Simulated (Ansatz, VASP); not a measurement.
# MgCdO in VASP and in Ansatz

```xyz
3
Lattice="3.9124 0.0000 0.0000 -1.9562 3.3883 0.0000 0.0000 0.0000 3.8961" Properties=species:S:1:pos:R:3 pbc="T T T"
Mg    0.0000    0.0000    1.9480
Cd    0.0000    2.2588    0.0000
O     1.9562    1.1294    0.0000
```

Change from the starting cell: species swapped into the TbNiAs type (P-6m2, No. 187).

Alike in both runs: task relaxation of cell and atoms; functional PBE; k mesh 12 × 12 × 12; occupations gaussian, width 0.1 eV; no spin polarisation.

```csv
,VASP,Ansatz
version,VASP 6.6.1,Ansatz 0.2.0
potentials or method,"VASP PAW PBE potentials, release 64 (Mg, Cd, O), cutoff 600 eV","scalar-relativistic, plane waves, PAW"
valence electrons in the cell,20,36
```

|  | VASP | Ansatz | Ansatz less VASP |
| --- | --- | --- | --- |
| gap on the k mesh at the Fermi level, each at its own relaxed structure (eV) | none | none | - |
| relaxed volume (Å³/atom) | 17.32 | 17.55 | +0.230 |
| relaxed cell length with the largest relative difference (Å) | 3.923 | 4.031 | +0.1084 |

A gap of «none» marks a metal or a gap that the smearing closes. VASP's potentials hold 20 valence electrons a cell and Ansatz's 36, so a difference there can come from the potentials and not from the codes.
